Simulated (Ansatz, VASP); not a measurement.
**One calculation of Ni, two programs**

```xyz
1
Lattice="0.0000 1.7935 1.7935 1.7935 0.0000 1.7935 1.7935 1.7935 0.0000" Properties=species:S:1:pos:R:3 pbc="T T T"
Ni    0.0000    0.0000    0.0000
```

Alike in both runs: task single point; functional PBE; k mesh 13 × 13 × 13; occupations fermi-dirac, width 0.1 eV; no spin polarisation.

|  | VASP | Ansatz |
| --- | --- | --- |
| version | VASP 6.6.1 | Ansatz 0.2.0 |
| potentials or method | VASP PAW PBE potentials, release 64 (Ni), cutoff 600 eV | PAW, plane waves, scalar-relativistic |
| valence electrons in the cell | 10 | 18 |

|  | VASP | Ansatz | Ansatz less VASP |
| --- | --- | --- | --- |
| pressure (GPa) | -10.4 | -10.5 | -0.10 |

The functional is the same, so the differences come from potentials, cutoffs and numerics. VASP's potentials hold 10 valence electrons a cell and Ansatz's 18, so a difference there can come from the potentials and not from the codes.
